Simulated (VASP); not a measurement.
## Al9O: single point with PBE

Al9O, a slab with vacuum:

```
CELL_PARAMETERS angstrom
2.85354 0.00000 0.00000
-1.42677 9.70148 0.00000
0.00000 0.00000 20.29037
ATOMIC_POSITIONS crystal
Al 0.53244 0.06489 0.19714
Al 0.67096 0.34192 0.24621
Al 0.29866 0.59733 0.25603
Al 0.92637 0.85274 0.26584
Al 0.06395 0.12771 0.31543
Al 0.19958 0.40422 0.37078
Al 0.82880 0.65967 0.37850
Al 0.45262 0.91108 0.38742
Al 0.59249 0.18141 0.43323
O 0.59249 0.93141 0.46689
```

| Item | Value |
| --- | --- |
| Program | VASP 6.6.1 |
| Task | single point |
| Functional | PBE |
| Potentials or basis | VASP PAW PBE potentials, release 64 (Al, O) |
| Cutoff | 520 eV |
| k mesh | 9 × 3 × 1 |
| Occupations | gaussian, width 0.1 eV |
| Spin | no spin polarisation |

```yaml
Largest_force: 1.810 eV/Å
Band_gap_on_the_k_mesh: zero (an odd number of electrons rules out a gap without spin polarisation)
```

Forces in eV/Å, atoms in the order of the input:
```
Al  -0.009  0.106 -0.071
Al  -0.026  0.117 -0.015
Al  -0.027 -0.082 -0.047
Al   0.042 -0.177 -0.042
Al   0.068 -0.033  0.008
Al   0.009  0.317  0.016
Al   0.003 -0.347 -0.037
Al  -0.677 -0.531 -0.594
Al   0.213 -1.133  0.716
O    0.406  1.763  0.066
```

Levels at points of the mesh, in eV from the Fermi level:
| k point | band 14 | band 15 | band 16 | band 17 | band 18 | band 19 | band 20 | band 21 |
| --- | --- | --- | --- | --- | --- | --- | --- | --- |
| (0.00, 0.00, 0.00) | -1.53 | -1.26 | -0.34 | -0.17 | 0.36 | 1.67 | 2.21 | 2.40 |

Wall time 12 min on 1 thread of Intel(R) Xeon(R) Platinum 8488C (Sapphire Rapids), on a shared host, peak memory 0.68 GiB.
